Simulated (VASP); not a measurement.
# Ta (Im-3m) in VASP: a series of runs

Ta is run at these levels: PBE; tasks: relaxation of cell and atoms.

All numbers are computed with VASP 6.6.1; they aren't measurements. Logs are shortened: lines on timing, memory, paths and dates and some standing lists are left out, and cuts for length are marked.

### Step 1. The cell of the first run

It takes space group Im-3m (No. 229, cubic). The conventional cell has a = 3.310 Å, b = 3.310 Å, c = 3.310 Å, α = 90.00°, β = 90.00°, γ = 90.00°. Ta (site symmetry m-3m) has 14 Ta at 2.87 to 3.31 Å within 3.8 Å.

### Step 2. Relaxation of cell and atoms, PBE

Input file INCAR:

```
PREC = Accurate
ENCUT = 600
EDIFF = 1E-6
ISMEAR = 0
SIGMA = 0.1
LREAL = F
LASPH = T
NELM = 80
ALGO = Fast
ISIF = 3
LWAVE = F
LCHARG = F
GGA = PE
IBRION = 2
NSW = 100
EDIFFG = -0.002
```

Input file KPOINTS:

```
Automatic mesh
0
Gamma
  18 18 18
```

Input file POSCAR:

```
Ta
1.0
   -1.6549278100      1.6549278100      1.6549278100
    1.6549278100     -1.6549278100      1.6549278100
    1.6549278100      1.6549278100     -1.6549278100
Ta
1
Direct
    0.0000000000      0.0000000000      0.0000000000
```

Potentials or basis: VASP PAW PBE potentials, release 64 (Ta_pv).

The run is started by

```console
> cat potpaw_PBE.64/Ta_pv/POTCAR > POTCAR
> mpirun -np 1 vasp_std > vasp.out
```

OUTCAR:

```text
PREC = Accurate
   ENCUT = 600
   EDIFF = 1E-6
   ISMEAR = 0
   LREAL = F
   LASPH = T
   NELM = 80
   ISIF = 3
   GGA = PE
   IBRION = 2
   NSW = 100
   EDIFFG = -0.002

 ion  position               nearest neighbor table
   1  0.000  0.000  0.000-

  LATTYP: Found a body centered cubic cell.
 ALAT       =     3.3098556200

  Lattice vectors:

 A1 = (  -1.6549278100,   1.6549278100,   1.6549278100)
 A2 = (   1.6549278100,  -1.6549278100,   1.6549278100)
 A3 = (   1.6549278100,   1.6549278100,  -1.6549278100)

Analysis of symmetry for initial positions (statically):
=====================================================================
 Subroutine PRICEL returns:
 Original cell was already a primitive cell.

 Routine SETGRP: Setting up the symmetry group for a
 body centered cubic supercell.

 Subroutine GETGRP returns: Found 48 space group operations
 (whereof 48 operations were pure point group operations)
 out of a pool of 48 trial point group operations.

The static configuration has the point symmetry O_h .

Analysis of symmetry for dynamics (positions and initial velocities):
=====================================================================
 Subroutine PRICEL returns:
 Original cell was already a primitive cell.

 Routine SETGRP: Setting up the symmetry group for a
 body centered cubic supercell.

 Subroutine GETGRP returns: Found 48 space group operations
 (whereof 48 operations were pure point group operations)
 out of a pool of 48 trial point group operations.

The dynamic configuration has the point symmetry O_h .

 Subroutine INISYM returns: Found 48 space group operations
 (whereof 48 operations are pure point group operations),
 and found     1 'primitive' translations

----------------------------------------------------------------------------------------

                                     Primitive cell

  volume of cell :      18.1300

  direct lattice vectors                    reciprocal lattice vectors
    -1.654927810  1.654927810  1.654927810     0.000000000  0.302127982  0.302127982
     1.654927810 -1.654927810  1.654927810     0.302127982  0.000000000  0.302127982
     1.654927810  1.654927810 -1.654927810     0.302127982  0.302127982  0.000000000

  length of vectors
     2.866419050  2.866419050  2.866419050     0.427273490  0.427273490  0.427273490

  position of ions in fractional coordinates (direct lattice)
     0.000000000  0.000000000  0.000000000

  ion indices of the primitive-cell ions
   primitive index   ion index
                 1           1

----------------------------------------------------------------------------------------

 KPOINTS: Automatic mesh

Automatic generation of k-mesh.
 Grid dimensions read from file:
 generate k-points for:   18   18   18

 Generating k-lattice:

  Cartesian coordinates                     Fractional coordinates (reciprocal lattice)
     0.000000000  0.016784888  0.016784888     0.055555556  0.000000000  0.000000000
     0.016784888  0.000000000  0.016784888     0.000000000  0.055555556  0.000000000
     0.016784888  0.016784888  0.000000000     0.000000000  0.000000000  0.055555556

  Length of vectors
     0.023737416  0.023737416  0.023737416

  Shift w.r.t. Gamma in fractional coordinates (k-lattice)
     0.000000000  0.000000000  0.000000000

 Subroutine IBZKPT returns following result:
 ===========================================

 Found    195 irreducible k-points:

 Following reciprocal coordinates:
            Coordinates               Weight
  0.000000  0.000000  0.000000      1.000000
  0.055556  0.000000  0.000000     12.000000
  0.111111  0.000000  0.000000     12.000000
  0.166667  0.000000  0.000000     12.000000
  0.222222  0.000000  0.000000     12.000000
  0.277778  0.000000  0.000000     12.000000
[... 16 lines left out ...]
  0.333333  0.111111  0.000000     48.000000
  0.388889  0.111111  0.000000     48.000000
 [... further k-points ...]
   k-points           NKPTS =    195   k-points in BZ     NKDIM =    195   number of bands    NBANDS=      9
   number of dos      NEDOS =    301   number of ions     NIONS =      1
   total plane-waves  NPLWV =  13824
   dimension x,y,z NGX =    24 NGY =   24 NGZ =   24
   dimension x,y,z NGXF=    48 NGYF=   48 NGZF=   48
   ions per type =               1
   NGX,Y,Z   is equivalent  to a cutoff of  13.92, 13.92, 13.92 a.u.
   NGXF,Y,Z  is equivalent  to a cutoff of  27.84, 27.84, 27.84 a.u.
 SYSTEM =  unknown system
   PREC   = accura    normal or accurate (medium, high low for compatibility)
   ISTART =      0    job   : 0-new  1-cont  2-samecut
   ICHARG =      2    charge: 1-file 2-atom 10-const
   ISPIN  =      1    spin polarized calculation?
   LNONCOLLINEAR =      F non collinear calculations
   LSORBIT =      F    spin-orbit coupling
   LASPH  =      T    aspherical Exc in radial PAW
   ENCUT  =  600.0 eV  44.10 Ry    6.64 a.u.   5.72  5.72  5.72*2*pi/ulx,y,z
   NELM   =     80;   NELMIN=  2; NELMDL= -5     # of ELM steps
   EDIFF  = 0.1E-05   stopping-criterion for ELM
   LREAL  =      F    real-space projection
   EDIFFG = -.2E-02   stopping-criterion for IOM
   NSW    =    100    number of steps for IOM
   IBRION =      2    ionic relax: 0-MD 1-quasi-New 2-CG
   NFREE  =      1    steps in history (QN), initial steepest desc. (CG)
   ISIF   =      3    stress and relaxation
   ISYM   =      2    0-nonsym 1-usesym 2-fastsym
   POTIM  = 0.5000    time-step for ionic-motion
   TEBEG  =    0.0;   TEEND  =   0.0 temperature during run
   PSTRESS=    0.0 pullay stress
   NELECT =      11.0000    total number of electrons
   NUPDOWN=      -1.0000    fix difference up-down
   EMIN   =  10.00;   EMAX   =-10.00  energy-range for DOS
   EFERMI =   0.00;   METHOD = LEGACY
   ISMEAR =     0;   SIGMA  =   0.10  broadening in eV -4-tet -1-fermi 0-gaus
   EFERMI_NEDOS =   21; number of points for ismear=-14 and -15
   IALGO  =     68    algorithm
   IMIX   =      4    mixing-type and parameters
     AMIX     =   0.40;   BMIX     =  1.00
     AMIX_MAG =   1.60;   BMIX_MAG =  1.00
  volume/ion in A,a.u.               =      18.13       122.35
  Fermi-wavevector in a.u.,A,eV,Ry     =   1.385926  2.619020 26.133942  1.920791
  Thomas-Fermi vector in A             =   2.510290
   LORBIT       =      0    0 simple, 1 ext, 2 COOP (PROOUT), +10 PAW based schemes
   GGA     = PE    functional components
   LHFCALC =     F    Hartree Fock is set to
   AEXX    =    0.0000 exact exchange contribution
   IVDW    =     0    specifies the selected vdW correction
   LEPSILON=     F    determine dielectric tensor
   LRPA    =     F    only Hartree local field effects (RPA)
 conjugate gradient relaxation of ions
 non-spin polarized calculation
 RMM-DIIS sequential band-by-band and
 Gauss-broadening in eV      SIGMA  =   0.10
  energy-cutoff  :      600.00
  volume of cell :       18.13
 maximum number of plane-waves:       622
   NGX = 11   NGY = 11   NGZ = 11

--------------------------------------- Ionic step        1  -------------------------------------------

 number of electron      11.0000001 magnetization

 Free energy of the ion-electron system (eV)
  ---------------------------------------------------
  ext. energy  EPLUGINS =         0.00000000
  ---------------------------------------------------
  free energy    TOTEN  =       -11.81571526 eV

  energy without entropy =      -11.80964541  energy(sigma->0) =      -11.81268034

------------------------ aborting loop because EDIFF is reached ----------------------------------------

  FORCE on cell =-STRESS in cart. coord.  units (eV):
  Direction    XX          YY          ZZ          XY          YZ          ZX
  --------------------------------------------------------------------------------------
  -------------------------------------------------------------------------------------
  Total        0.1935629      0.1935629      0.1935629     -0.0000000     -0.0000000     -0.0000000
  in kB       17.1054887     17.1054887     17.1054887     -0.0000000     -0.0000000     -0.0000000
  external PRESSURE =      17.1054887 kB  Pullay stress =       0.0000000 kB
[... 265 lines left out ...]
  energy  without entropy=      -11.8104705886  energy(sigma->0) =      -11.81351468

--------------------------------------- Ionic step        9  -------------------------------------------

 number of electron      11.0000001 magnetization

 Free energy of the ion-electron system (eV)
  ---------------------------------------------------
  ext. energy  EPLUGINS =         0.00000000
  ---------------------------------------------------
  free energy    TOTEN  =       -11.81655882 eV

  energy without entropy =      -11.81047023  energy(sigma->0) =      -11.81351453

 E-fermi :   5.3726     XC(G=0): -12.5396

 val. band max:        5.3524049686   @ k =   0.1111   0.1111   0.0000
 cond. band min:       5.3740340150   @ k =   0.3333   0.1667   0.0556
 fundamental gap:      0.0216290464
 Fermi energy:         5.3726285027

 k-point     1 :       0.0000    0.0000    0.0000
  band No.  band energies     occupation
      1     -27.7685      2.00000
      2     -27.7685      2.00000
      3     -27.7685      2.00000
      4      -2.4943      2.00000
      5       6.0976      0.00000
      6       6.0976      0.00000
      7       6.0976      0.00000
      8       9.3165      0.00000
      9       9.3165      0.00000
[... 265 lines left out ...]
 k-point    24 :       0.3889    0.1111    0.0000
  band No.  band energies     occupation
      1     -28.8150      2.00000
      2     -28.1601      2.00000
      3     -27.8239      2.00000
      4       1.4366      2.00000
      5       3.9817      2.00000
      6       5.9776      0.00000
      7       9.0623      0.00000
      8      10.3284      0.00000
      9      13.1123      0.00000

 [... further k-points ...]

------------------------ aborting loop because EDIFF is reached ----------------------------------------

  FORCE on cell =-STRESS in cart. coord.  units (eV):
  Direction    XX          YY          ZZ          XY          YZ          ZX
  --------------------------------------------------------------------------------------
  -------------------------------------------------------------------------------------
  Total        0.0000217      0.0000217      0.0000217      0.0000000      0.0000000      0.0000000
  in kB        0.0019009      0.0019009      0.0019009      0.0000000      0.0000000      0.0000000
  external PRESSURE =       0.0019009 kB  Pullay stress =       0.0000000 kB
[... 16 lines left out ...]
  FREE ENERGIE OF THE ION-ELECTRON SYSTEM (eV)
  ---------------------------------------------------
  free  energy   TOTEN  =       -11.8165588185 eV

  energy  without entropy=      -11.8104702335  energy(sigma->0) =      -11.81351453

 reached required accuracy - stopping structural energy minimisation
```

It took 82 s on 1 thread of Intel Xeon Platinum 8259CL at 2.50GHz (Skylake/Cascade Lake), shared host; peak memory 0.18 GiB.

Results:

* Free energy: -11.8166 eV
* Relaxed volume: 18.29 Å³/atom
* Relaxed cell: a = 2.875 Å, b = 2.875 Å, c = 2.875 Å, α = 109.47°, β = 109.47°, γ = 109.47°
* Space group after relaxing (to 0.05 Å): Im-3m (No. 229)
* Energy gained by relaxing: 0.8 meV/atom
* Ionic steps: 9
* Pressure after relaxing: 0.0 GPa

The path:
```csv
step,energy change (eV),largest force (eV/Å),pressure (GPa),volume (Å³)
1,0.0000,0.0000,1.71,18.13
2,0.0032,0.0000,-3.63,18.64
3,-0.0008,0.0000,0.15,18.29
4,-0.0008,0.0000,-0.11,18.30
5,-0.0008,0.0000,-0.11,18.30
6,-0.0008,0.0000,-0.06,18.29
7,-0.0008,0.0000,0.06,18.28
8,-0.0008,0.0000,0.05,18.29
9,-0.0008,0.0000,0.00,18.29
```

Final structure:
```
Ta
1.0
    -1.65977    1.65977    1.65977
     1.65977   -1.65977    1.65977
     1.65977    1.65977   -1.65977
Ta
1
Direct
  0.00000 0.00000 0.00000
```

Levels at points of the mesh, in eV from the Fermi level:
| k point | band 3 | band 4 | band 5 | band 6 | band 7 | band 8 |
| --- | --- | --- | --- | --- | --- | --- |
| (0.00, 0.00, 0.00) | -33.14 | -7.87 | 0.72 | 0.72 | 0.72 | 3.94 |
| (0.50, 0.00, 0.00) | -33.15 | -4.32 | -1.51 | 1.51 | 3.82 | 4.82 |
| (0.50, 0.50, 0.50) | -33.92 | -3.72 | -3.72 | 6.70 | 6.70 | 6.70 |

Caveat: spin-orbit coupling is left out, which moves the levels of the heavy elements.

### Step 3. Relaxation of cell and atoms, PBE

This run uses another cell than the first one, of 18.28 Å³/atom, 1.008 times its volume.

Input file INCAR:

```
PREC = Accurate
ENCUT = 600
EDIFF = 1E-7
ISMEAR = -1
SIGMA = 0.15
LREAL = False
LASPH = True
NELM = 60
ALGO = Normal
ISIF = 3
LWAVE = False
LCHARG = False
GGA = PE
IBRION = 2
NSW = 80
EDIFFG = -0.001
```

Input file KPOINTS:

```
regular mesh
0
Gamma
  18 18 18
```

Input file POSCAR:

```
Ta
1.0
   -1.6594766944      1.6594766944      1.6594766944
    1.6594766944     -1.6594766944      1.6594766944
    1.6594766944      1.6594766944     -1.6594766944
Ta
1
Direct
    0.0000000000      0.0000000000      0.0000000000
```

Potentials or basis: VASP PAW PBE potentials, release 64 (Ta_pv).

The run is started by

```console
> cat potpaw_PBE.64/Ta_pv/POTCAR > POTCAR
> mpirun -np 1 vasp_std > vasp.out
```

It took 36 s on 1 thread of Intel Xeon Platinum 8259CL at 2.50GHz (Skylake/Cascade Lake), shared host; peak memory 0.17 GiB.

Results (log left out):

- Free energy: -11.8621 eV
- Relaxed volume: 18.34 Å³/atom
- Relaxed cell: a = 2.877 Å, b = 2.877 Å, c = 2.877 Å, α = 109.47°, β = 109.47°, γ = 109.47°
- Space group after relaxing (to 0.05 Å): Im-3m (No. 229)
- Energy gained by relaxing: 0.1 meV/atom
- Ionic steps: 3
- Pressure after relaxing: 0.0 GPa

The path:
| step | energy change (eV) | largest force (eV/Å) | pressure (GPa) | volume (Å³) |
| --- | --- | --- | --- | --- |
| 1 | 0.0000 | 0.0000 | 0.61 | 18.28 |
| 2 | 0.0004 | 0.0000 | -1.32 | 18.46 |
| 3 | -0.0001 | 0.0000 | 0.01 | 18.34 |

Final structure:
```xyz
1
Lattice="-1.6612 1.6612 1.6612 1.6612 -1.6612 1.6612 1.6612 1.6612 -1.6612" Properties=species:S:1:pos:R:3 pbc="T T T"
Ta    0.0000    0.0000    0.0000
```

Levels at points of the mesh, in eV from the Fermi level:
| k point | band 2 | band 3 | band 4 | band 5 | band 6 | band 7 | band 8 | band 9 |
| --- | --- | --- | --- | --- | --- | --- | --- | --- |
| (0.00, 0.00, 0.00) | -33.17 | -33.17 | -7.88 | 0.70 | 0.70 | 0.70 | 3.91 | 3.91 |
| (0.50, 0.00, 0.00) | -33.53 | -33.18 | -4.33 | -1.52 | 1.47 | 3.78 | 4.79 | 7.59 |
| (0.50, 0.50, 0.50) | -33.95 | -33.95 | -3.73 | -3.73 | 6.66 | 6.66 | 6.66 | 8.46 |

Caveat: spin-orbit coupling is left out, which moves the levels of the heavy elements.
